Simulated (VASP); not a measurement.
Wanted: the native input for a VASP 6.6.1 run.

| Property | Result |
| --- | --- |
| Task | single point |
| Functional | RPBE |
| Potentials or basis | VASP PAW PBE potentials, release 64 (Mg, O) |
| Cutoff | 520 eV |
| k mesh | 11 × 11 × 11 |
| Occupations | methfessel-paxton, width 0.1 eV |
| Spin | no spin polarisation |
| Dipole correction | no |
| Further INCAR settings | ALGO = Normal; EDIFF = 1e-06; NBANDS = 11 |

The structure of MgO lies in POSCAR:

```
MgO
1.0
    0.0000000000      2.1970064521      2.1970064521
    2.1970064521      0.0000000000      2.1970064521
    2.1970064521      2.1970064521      0.0000000000
Mg O
1 1
Direct
    0.0000000000      0.0000000000      0.0000000000
    0.5000000000      0.5000000000      0.5000000000
```

One way to write it, as run:

INCAR

```
SYSTEM = MgO
  ALGO = Normal
  EDIFF = 1E-6
  ENCUT = 520
  GGA = RP
  ISIF = 2
  ISMEAR = 1
  LASPH = .True.
  LCHARG = .True.
  LELF = .True.
  LREAL = .False.
  LVHAR = .True.
  LWAVE = .False.
  NBANDS = 11
  NELM = 100
  PREC = Accurate
  SIGMA = 0.1
```

KPOINTS

```
k-points
0
Gamma
  11 11 11
  0 0 0
```

Potentials or basis: VASP PAW PBE potentials, release 64 (Mg, O).

Launch:

```bash
$ cat potpaw_PBE.64/Mg/POTCAR potpaw_PBE.64/O/POTCAR > POTCAR
$ mpirun -np 1 vasp_std > vasp.out
```

It gave:

| Quantity | Value |
| --- | --- |
| Pressure | -8.8 GPa |
| Band gap on the k mesh | 3.69 eV |

Caveat: the cell stands under tension; the PAW data sets were made with another functional, which shifts forces and pressure a little.

Wall time 4.5 s on 1 thread of Intel(R) Xeon(R) 6975P-C (Granite Rapids), with other jobs on the host, peak memory 0.14 GiB.
